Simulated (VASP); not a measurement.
Input of a VASP 6.6.1 run:

Contents of POSCAR:

```
NaH
1.0
    0.0000000000      2.4377760000      2.4377760000
    2.4377760000      0.0000000000      2.4377760000
    2.4377760000      2.4377760000      0.0000000000
Na H
1 1
Direct
    0.0000000000      0.0000000000      0.0000000000
    0.5000000000      0.5000000000      0.5000000000
```

The input INCAR.step1:

```
SYSTEM = NaH
PREC     = Accurate       ! precision mode
ENCUT    = 520            ! plane-wave cutoff, eV
ISMEAR   = -1             ! smearing method
SIGMA    = 0.1            ! smearing width, eV
LREAL    = .FALSE.        ! projectors in reciprocal space
LASPH    = .TRUE.         ! aspherical terms in the spheres
NELM     = 60             ! most SCF steps
NBANDS   = 11             ! bands
GGA      = PE             ! functional
ALGO     = Normal         ! electronic algorithm
EDIFF    = 1E-4           ! SCF threshold, eV
LWAVE    = .TRUE.         ! write WAVECAR
LCHARG   = .FALSE.        ! write CHGCAR
```

File INCAR.step2:

```
SYSTEM = NaH
PREC     = Accurate       ! precision mode
ENCUT    = 520            ! plane-wave cutoff, eV
EDIFF    = 1E-6           ! SCF threshold, eV
ISMEAR   = -1             ! smearing method
SIGMA    = 0.1            ! smearing width, eV
LREAL    = .FALSE.        ! projectors in reciprocal space
LASPH    = .TRUE.         ! aspherical terms in the spheres
NELM     = 60             ! most SCF steps
ALGO     = Normal         ! electronic algorithm
ISIF     = 2              ! what is computed and relaxed
LWAVE    = .FALSE.        ! write WAVECAR
LCHARG   = .FALSE.        ! write CHGCAR
METAGGA  = R2SCAN         ! meta-GGA
LMIXTAU  = .TRUE.       
NBANDS   = 11             ! bands
ISTART   = 1
```

The input KPOINTS:

```
Automatic mesh
0
G
  9 9 9
  0 0 0
```

Potentials or basis: VASP PAW PBE potentials, release 64 (Na_pv, H).

Run with:

```console
$ cat potpaw_PBE.64/Na_pv/POTCAR potpaw_PBE.64/H/POTCAR > POTCAR
$ cp INCAR.step1 INCAR
$ mpirun -np 1 vasp_std > vasp.out
$ cp INCAR.step2 INCAR
$ mpirun -np 1 vasp_std > vasp.out
```

Task: What does it give for the pressure?

Result: -1.3 GPa.

Task: Predict the band gap on the k mesh.

Result: 4.62 eV, indirect (least direct gap 5.29 eV).

Caveat: the PAW data sets were made with another functional, which shifts forces and pressure a little. r2SCAN opens gaps a little over a GGA but as a rule still falls short of measured ones.
